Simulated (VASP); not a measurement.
# La3N (Pm-3m) in VASP: further runs

The runs below take La3N through single point, relaxation of cell and atoms, with PBE.

All numbers are computed with VASP 6.6.1; they aren't measurements. Logs are shortened: lines on timing, memory, paths and dates and some standing lists are left out, and cuts for length are marked.

## 1. The cell of the first run

It takes space group Pm-3m (No. 221, cubic). The conventional cell has a = 4.565 Å, b = 4.565 Å, c = 4.565 Å, α = 90.00°, β = 90.00°, γ = 90.00°. Within 4.2 Å of La (site symmetry 4/mmm) lie 8 La at 3.23 Å and 4 N at 3.23 Å. N (site symmetry m-3m) has 12 La at 3.23 Å within 4.2 Å.

The cell was generated, and may not be a known phase.

## 2. Single point, PBE

INCAR reads:

```
SYSTEM = La3N
PREC = Accurate ; ENCUT = 520
EDIFF = 1E-7 ; ISMEAR = 0
SIGMA = 0.1 ; LREAL = .False.
LASPH = .True. ; NELM = 60
ALGO = Normal ; ISIF = 2
LWAVE = .False. ; LCHARG = .True.
GGA = PE ; LELF = .True.
LVHAR = .True. ; NBANDS = 27
```

KPOINTS reads:

```
Automatic mesh
0
Gamma
  4 4 4
  0 0 0
```

POSCAR reads:

```
La3N
1.0
    4.5646911746      0.0000000000      0.0000000000
    0.0000000000      4.5646911746      0.0000000000
    0.0000000000      0.0000000000      4.5646911746
La N
3 1
Direct
    0.0000000000      0.5000000000      0.5000000000
    0.5000000000      0.0000000000      0.5000000000
    0.5000000000      0.5000000000      0.0000000000
    0.0000000000      0.0000000000      0.0000000000
```

Potentials or basis: VASP PAW PBE potentials, release 64 (La, N).

On the command line:

```console
$ cat potpaw_PBE.64/La/POTCAR potpaw_PBE.64/N/POTCAR > POTCAR
$ mpirun -np 1 vasp_std > vasp.out
```

OUTCAR:

```text
SYSTEM = La3N
   PREC = Accurate
   ENCUT = 520
   EDIFF = 1E-7
   ISMEAR = 0
   LREAL = .False.
   LASPH = .True.
   NELM = 60
   ISIF = 2
   GGA = PE

 ion  position               nearest neighbor table
   1  0.000  0.500  0.500-   2 3.23   3 3.23   3 3.23   2 3.23   2 3.23   3 3.23   3 3.23   2 3.23

   2  0.500  0.000  0.500-   1 3.23   3 3.23   3 3.23   1 3.23   3 3.23   3 3.23   1 3.23   1 3.23

   3  0.500  0.500  0.000-   1 3.23   2 3.23   1 3.23   2 3.23   2 3.23   2 3.23   1 3.23   1 3.23

   4  0.000  0.000  0.000-

  LATTYP: Found a simple cubic cell.
 ALAT       =     4.5646911746

  Lattice vectors:

 A1 = (   4.5646911746,   0.0000000000,   0.0000000000)
 A2 = (   0.0000000000,   4.5646911746,   0.0000000000)
 A3 = (   0.0000000000,   0.0000000000,   4.5646911746)

Analysis of symmetry for initial positions (statically):
=====================================================================
 Subroutine PRICEL returns:
 Original cell was already a primitive cell.

 Routine SETGRP: Setting up the symmetry group for a
 simple cubic supercell.

 Subroutine GETGRP returns: Found 48 space group operations
 (whereof 48 operations were pure point group operations)
 out of a pool of 48 trial point group operations.

The static configuration has the point symmetry O_h .

Analysis of symmetry for dynamics (positions and initial velocities):
=====================================================================
 Subroutine PRICEL returns:
 Original cell was already a primitive cell.

 Routine SETGRP: Setting up the symmetry group for a
 simple cubic supercell.

 Subroutine GETGRP returns: Found 48 space group operations
 (whereof 48 operations were pure point group operations)
 out of a pool of 48 trial point group operations.

The dynamic configuration has the point symmetry O_h .

 Subroutine INISYM returns: Found 48 space group operations
 (whereof 48 operations are pure point group operations),
 and found     1 'primitive' translations

----------------------------------------------------------------------------------------

                                     Primitive cell

  volume of cell :      95.1118

  direct lattice vectors                    reciprocal lattice vectors
     4.564691175  0.000000000  0.000000000     0.219072871  0.000000000  0.000000000
     0.000000000  4.564691175  0.000000000     0.000000000  0.219072871  0.000000000
     0.000000000  0.000000000  4.564691175     0.000000000  0.000000000  0.219072871

  length of vectors
     4.564691175  4.564691175  4.564691175     0.219072871  0.219072871  0.219072871

  position of ions in fractional coordinates (direct lattice)
     0.000000000  0.500000000  0.500000000
     0.500000000  0.000000000  0.500000000
     0.500000000  0.500000000  0.000000000
     0.000000000  0.000000000  0.000000000

  ion indices of the primitive-cell ions
   primitive index   ion index
                 1           1
                 2           2
                 3           3
                 4           4

----------------------------------------------------------------------------------------

 KPOINTS: Automatic mesh

Automatic generation of k-mesh.
 Grid dimensions read from file:
 generate k-points for:    4    4    4

 Generating k-lattice:

  Cartesian coordinates                     Fractional coordinates (reciprocal lattice)
     0.054768218  0.000000000  0.000000000     0.250000000  0.000000000  0.000000000
     0.000000000  0.054768218  0.000000000     0.000000000  0.250000000  0.000000000
     0.000000000  0.000000000  0.054768218     0.000000000  0.000000000  0.250000000

  Length of vectors
     0.054768218  0.054768218  0.054768218

  Shift w.r.t. Gamma in fractional coordinates (k-lattice)
     0.000000000  0.000000000  0.000000000

 Subroutine IBZKPT returns following result:
 ===========================================

 Found     10 irreducible k-points:

 Following reciprocal coordinates:
            Coordinates               Weight
  0.000000  0.000000  0.000000      1.000000
  0.250000  0.000000  0.000000      6.000000
  0.500000  0.000000  0.000000      3.000000
  0.250000  0.250000  0.000000     12.000000
  0.500000  0.250000  0.000000     12.000000
  0.500000  0.500000  0.000000      3.000000
  0.250000  0.250000  0.250000      8.000000
  0.500000  0.250000  0.250000     12.000000
  0.500000  0.500000  0.250000      6.000000
  0.500000  0.500000  0.500000      1.000000
   k-points           NKPTS =     10   k-points in BZ     NKDIM =     10   number of bands    NBANDS=     27
   number of dos      NEDOS =    301   number of ions     NIONS =      4
   total plane-waves  NPLWV =  46656
   dimension x,y,z NGX =    36 NGY =   36 NGZ =   36
   dimension x,y,z NGXF=    72 NGYF=   72 NGZF=   72
   ions per type =               3   1
   NGX,Y,Z   is equivalent  to a cutoff of  13.11, 13.11, 13.11 a.u.
   NGXF,Y,Z  is equivalent  to a cutoff of  26.22, 26.22, 26.22 a.u.
 SYSTEM =  La3N
   PREC   = accura    normal or accurate (medium, high low for compatibility)
   ISTART =      0    job   : 0-new  1-cont  2-samecut
   ICHARG =      2    charge: 1-file 2-atom 10-const
   ISPIN  =      1    spin polarized calculation?
   LNONCOLLINEAR =      F non collinear calculations
   LSORBIT =      F    spin-orbit coupling
   LASPH  =      T    aspherical Exc in radial PAW
   ENCUT  =  520.0 eV  38.22 Ry    6.18 a.u.   8.49  8.49  8.49*2*pi/ulx,y,z
   NELM   =     60;   NELMIN=  2; NELMDL= -5     # of ELM steps
   EDIFF  = 0.1E-06   stopping-criterion for ELM
   LREAL  =      F    real-space projection
   EDIFFG = 0.1E-05   stopping-criterion for IOM
   NSW    =      0    number of steps for IOM
   IBRION =     -1    ionic relax: 0-MD 1-quasi-New 2-CG
   NFREE  =      0    steps in history (QN), initial steepest desc. (CG)
   ISIF   =      2    stress and relaxation
   ISYM   =      2    0-nonsym 1-usesym 2-fastsym
   POTIM  = 0.5000    time-step for ionic-motion
   TEBEG  =    0.0;   TEEND  =   0.0 temperature during run
   PSTRESS=    0.0 pullay stress
   NELECT =      38.0000    total number of electrons
   NUPDOWN=      -1.0000    fix difference up-down
   EMIN   =  10.00;   EMAX   =-10.00  energy-range for DOS
   EFERMI =   0.00;   METHOD = LEGACY
   ISMEAR =     0;   SIGMA  =   0.10  broadening in eV -4-tet -1-fermi 0-gaus
   EFERMI_NEDOS =   21; number of points for ismear=-14 and -15
   IALGO  =     38    algorithm
   IMIX   =      4    mixing-type and parameters
     AMIX     =   0.40;   BMIX     =  1.00
     AMIX_MAG =   1.60;   BMIX_MAG =  1.00
  volume/ion in A,a.u.               =      23.78       160.46
  Fermi-wavevector in a.u.,A,eV,Ry     =   1.205752  2.278541 19.780663  1.453838
  Thomas-Fermi vector in A             =   2.341439
   LORBIT       =      0    0 simple, 1 ext, 2 COOP (PROOUT), +10 PAW based schemes
   GGA     = PE    functional components
   LHFCALC =     F    Hartree Fock is set to
   AEXX    =    0.0000 exact exchange contribution
   IVDW    =     0    specifies the selected vdW correction
   LEPSILON=     F    determine dielectric tensor
   LRPA    =     F    only Hartree local field effects (RPA)
 non-spin polarized calculation
 Gauss-broadening in eV      SIGMA  =   0.10
  energy-cutoff  :      520.00
  volume of cell :       95.11
 maximum number of plane-waves:      2562
 NGX is ok and might be reduce to    36
   NGX = 17   NGY = 17   NGZ = 17

 number of electron      37.9999998 magnetization

 Free energy of the ion-electron system (eV)
  ---------------------------------------------------
  ext. energy  EPLUGINS =         0.00000000
  ---------------------------------------------------
  free energy    TOTEN  =       -21.20813283 eV

  energy without entropy =      -21.19274787  energy(sigma->0) =      -21.20044035

 E-fermi :   9.8584     XC(G=0): -10.6415

 val. band max:        9.8546449494   @ k =   0.5000   0.2500   0.2500
 cond. band min:       9.9559059529   @ k =   0.5000   0.2500   0.0000
 fundamental gap:      0.1012610036
 Fermi energy:         9.8584111744

 k-point     1 :       0.0000    0.0000    0.0000
  band No.  band energies     occupation
      1     -23.1585      2.00000
      2     -22.2078      2.00000
      3     -22.2078      2.00000
      4      -7.8927      2.00000
      5      -7.8927      2.00000
      6      -7.8927      2.00000
[... 19 lines left out ...]
     26      12.0364      0.00000
     27      12.1029      0.00000

 k-point     2 :       0.2500    0.0000    0.0000
  band No.  band energies     occupation
      1     -23.0462      2.00000
      2     -22.3386      2.00000
      3     -22.2046      2.00000
      4      -7.7018      2.00000
      5      -7.7018      2.00000
      6      -7.5921      2.00000
[... 19 lines left out ...]
     26      12.0259      0.00000
     27      12.0510      0.00000

 k-point     3 :       0.5000    0.0000    0.0000
  band No.  band energies     occupation
      1     -22.8597      2.00000
      2     -22.5436      2.00000
      3     -22.2014      2.00000
      4      -7.4235      2.00000
      5      -7.4235      2.00000
      6      -6.8990      2.00000
[... 19 lines left out ...]
     26      11.3556      0.00000
     27      11.8104      0.00000

 k-point     4 :       0.2500    0.2500    0.0000
  band No.  band energies     occupation
      1     -22.9436      2.00000
      2     -22.3745      2.00000
      3     -22.2784      2.00000
      4      -7.8737      2.00000
      5      -7.4979      2.00000
      6      -7.0786      2.00000
[... 19 lines left out ...]
     26      11.7037      0.00000
     27      12.0509      0.00000
[... 96 lines left out ...]
      4      -8.2022      2.00000
      5      -7.4971      2.00000
      6      -7.3216      2.00000
[... 19 lines left out ...]
     26      11.8679      0.00000
     27      12.0312      0.00000

 k-point     9 :       0.5000    0.5000    0.2500
  band No.  band energies     occupation
      1     -22.5295      2.00000
      2     -22.5263      2.00000
      3     -22.5263      2.00000
      4      -8.4630      2.00000
      5      -7.7611      2.00000
      6      -7.3706      2.00000
[... 19 lines left out ...]
     26      11.9469      0.00000
     27      11.9600      0.00000

 k-point    10 :       0.5000    0.5000    0.5000
  band No.  band energies     occupation
      1     -22.5206      2.00000
      2     -22.5206      2.00000
      3     -22.5206      2.00000
      4      -8.8614      2.00000
      5      -7.7177      2.00000
      6      -7.7177      2.00000
[... 19 lines left out ...]
     26      11.4496      0.00000
     27      11.4498      0.00000

------------------------ aborting loop because EDIFF is reached ----------------------------------------

  FORCE on cell =-STRESS in cart. coord.  units (eV):
  Direction    XX          YY          ZZ          XY          YZ          ZX
  --------------------------------------------------------------------------------------
  -------------------------------------------------------------------------------------
  Total       -0.2316376     -0.2316376     -0.2316376      0.0000000     -0.0000000      0.0000000
  in kB       -3.9019841     -3.9019841     -3.9019841      0.0000000     -0.0000000      0.0000000
  external PRESSURE =      -3.9019841 kB  Pullay stress =       0.0000000 kB

 VOLUME and BASIS-vectors are now :
 -----------------------------------------------------------------------------
  energy-cutoff  :      520.00
  volume of cell :       95.11
      direct lattice vectors                 reciprocal lattice vectors
     4.564691175  0.000000000  0.000000000     0.219072871  0.000000000  0.000000000
     0.000000000  4.564691175  0.000000000     0.000000000  0.219072871  0.000000000
     0.000000000  0.000000000  4.564691175     0.000000000  0.000000000  0.219072871

 POSITION                                       TOTAL-FORCE (eV/Angst)
 -----------------------------------------------------------------------------------
      0.00000      2.28235      2.28235         0.000000      0.000000      0.000000
      2.28235      0.00000      2.28235         0.000000      0.000000      0.000000
      2.28235      2.28235      0.00000         0.000000      0.000000      0.000000
      0.00000      0.00000      0.00000         0.000000      0.000000      0.000000
 -----------------------------------------------------------------------------------
    total drift:                                0.000000      0.000000      0.000000

  FREE ENERGIE OF THE ION-ELECTRON SYSTEM (eV)
  ---------------------------------------------------
  free  energy   TOTEN  =       -21.2081328261 eV

  energy  without entropy=      -21.1927478676  energy(sigma->0) =      -21.20044035
```

It took 2.7 min on 1 thread of Intel Xeon 8259CL, shared host; peak memory 0.22 GiB.

What came out:

| Property | Result |
| --- | --- |
| Free energy | -21.2081 eV |
| Pressure | -0.4 GPa |
| Band gap on the k mesh | zero (bands 19 and 20 overlap by 2.21 eV) |

Caveat: spin-orbit coupling is left out, which moves the levels of the heavy elements.

## 3. Single point, PBE

This run uses another cell than the first one, of 26.12 Å³/atom.

INCAR reads:

```
SYSTEM = La3N
  ALGO = Normal
  EDIFF = 1E-7
  ENCUT = 520
  GGA = PE
  ISIF = 2
  ISMEAR = 0
  LASPH = .TRUE.
  LCHARG = .TRUE.
  LELF = .TRUE.
  LREAL = .FALSE.
  LVHAR = .TRUE.
  LWAVE = .FALSE.
  NBANDS = 27
  NELM = 80
  PREC = Accurate
  SIGMA = 0.1
```

KPOINTS reads:

```
k-points
0
G
  4 4 4
  0 0 0
```

POSCAR reads:

```
La3N
1.0
    4.7098099800      0.0000000000      0.0000000000
    0.0000000000      4.7098099800      0.0000000000
    0.0000000000      0.0000000000      4.7098099800
La N
3 1
Direct
    0.0000000000      0.5000000000      0.5000000000
    0.5000000000      0.0000000000      0.5000000000
    0.5000000000      0.5000000000      0.0000000000
    0.0000000000      0.0000000000      0.0000000000
```

Potentials or basis: VASP PAW PBE potentials, release 64 (La, N).

On the command line:

```console
$ cat potpaw_PBE.64/La/POTCAR potpaw_PBE.64/N/POTCAR > POTCAR
$ mpirun -np 1 vasp_std > vasp.out
```

Wall time 2.2 min (1 thread of Intel Xeon 8259CL, shared host); peak memory 0.22 GiB.

The run converged. Its results:

```
Free energy            : -21.0623 eV
Pressure               : -4.4 GPa
Band gap on the k mesh : zero (bands 19 and 20 overlap by 2.08 eV)
```

Levels at points of the mesh, in eV from the Fermi level:
```csv
k point,band 17,band 18,band 19,band 20,band 21,band 22
"(0.00, 0.00, 0.00)",-1.28,-1.23,-1.23,-1.23,-1.05,-1.05
"(0.50, 0.00, 0.00)",-1.14,-0.90,0.85,0.85,0.99,1.11
"(0.50, 0.50, 0.00)",-0.17,-0.17,0.41,1.13,1.20,1.20
"(0.50, 0.50, 0.50)",-1.06,-1.06,-1.06,-0.20,1.29,1.46
```

Caveat: the cell stands under tension; spin-orbit coupling is left out, which moves the levels of the heavy elements.

## 4. Relaxation of cell and atoms, PBE

This run uses another cell than the first one, of 26.12 Å³/atom.

INCAR reads:

```
SYSTEM = La3N
PREC     = Accurate       ! precision mode
ENCUT    = 600            ! plane-wave cutoff, eV
EDIFF    = 1E-6           ! SCF threshold, eV
ISMEAR   = 0              ! smearing method
SIGMA    = 0.1            ! smearing width, eV
LREAL    = .False.        ! projectors in reciprocal space
LASPH    = .True.         ! aspherical terms in the spheres
NELM     = 80             ! most SCF steps
ALGO     = Normal         ! electronic algorithm
ISIF     = 3              ! what is computed and relaxed
LWAVE    = .False.        ! write WAVECAR
LCHARG   = .False.        ! write CHGCAR
GGA      = PE             ! functional
IBRION   = 2              ! ionic algorithm
NSW      = 90             ! ionic steps
EDIFFG   = -0.04          ! ionic threshold
```

KPOINTS reads:

```
Automatic mesh
0
Gamma
  4 4 4
  0 0 0
```

POSCAR is that of step 3.

On the command line:

```console
$ cat potpaw_PBE.64/La/POTCAR potpaw_PBE.64/N/POTCAR > POTCAR
$ mpirun -np 1 vasp_std > vasp.out
```

Run time: 5.1 min. Hardware: 1 thread of Intel Xeon 8259CL, shared host; peak memory 0.26 GiB.

It converged, with:

- Free energy: -21.2170 eV
- Relaxed volume: 23.51 Å³/atom
- Relaxed cell: a = 4.547 Å, b = 4.547 Å, c = 4.547 Å, α = 90.00°, β = 90.00°, γ = 90.00°
- Space group after relaxing (to 0.1 Å): Pm-3m (No. 221)
- Energy gained by relaxing: 37.8 meV/atom
- Ionic steps: 2
- Pressure after relaxing: 0.1 GPa
- Band gap on the k mesh: zero (bands 19 and 20 overlap by 2.22 eV)

Step by step:
```tsv
step	energy change (eV)	largest force (eV/Å)	pressure (GPa)	volume (Å³)
1	0.0000	0.0000	-4.38	104.47
2	-0.1513	0.0000	0.10	94.04
```

Final structure:
```cif
data_structure
_symmetry_space_group_name_H-M 'P 1'
_symmetry_Int_Tables_number 1
_cell_length_a 4.5475
_cell_length_b 4.5475
_cell_length_c 4.5475
_cell_angle_alpha 90.000
_cell_angle_beta 90.000
_cell_angle_gamma 90.000
_cell_volume 94.04
loop_
_atom_site_label
_atom_site_type_symbol
_atom_site_fract_x
_atom_site_fract_y
_atom_site_fract_z
_atom_site_occupancy
La1 La 0.00000 0.50000 0.50000 1
La2 La 0.50000 0.00000 0.50000 1
La3 La 0.50000 0.50000 0.00000 1
N1 N 0.00000 0.00000 0.00000 1
```

Levels at points of the mesh, in eV from the Fermi level:
```
           k point  band 17  band 18  band 19  band 20  band 21  band 22
(0.00, 0.00, 0.00)    -1.55    -1.50    -1.50    -1.50    -1.30    -1.30
(0.50, 0.00, 0.00)    -1.19    -1.14     0.72     0.89     0.98     1.02
(0.50, 0.50, 0.00)    -0.29    -0.29     0.34     1.23     1.25     1.25
(0.50, 0.50, 0.50)    -1.11    -1.11    -1.11    -0.27     1.23     1.47
```

Caveat: the highest band is partly filled, so the run has too few bands; spin-orbit coupling is left out, which moves the levels of the heavy elements.

## 5. The runs side by side

| task | cell | cutoff (eV) | gap on the mesh (eV) | pressure (GPa) |
| --- | --- | --- | --- | --- |
| single point | a = 4.565 Å, 4 atoms | 520 | none | -0.4 |
| single point | a = 4.710 Å, 4 atoms | 520 | none | -4.4 |
| relaxation of cell and atoms | relaxed from a = 4.710 Å, 4 atoms | 600 | none | 0.1 |

Alike in all rows: level PBE; potentials or basis VASP PAW PBE potentials, release 64 (La, N); no spin polarisation; k mesh 4 × 4 × 4; smearing gaussian 0.1 eV.

Caveats: spin-orbit coupling is left out, which moves the levels of the heavy elements; the cell stands under tension (at least some runs); the highest band is partly filled, so the run has too few bands (at least some runs).

Total energies depend on the potentials used, so only differences within one code and one set of settings carry meaning.

The gap in the log of VASP goes by the Fermi energy; the results here count the filled bands.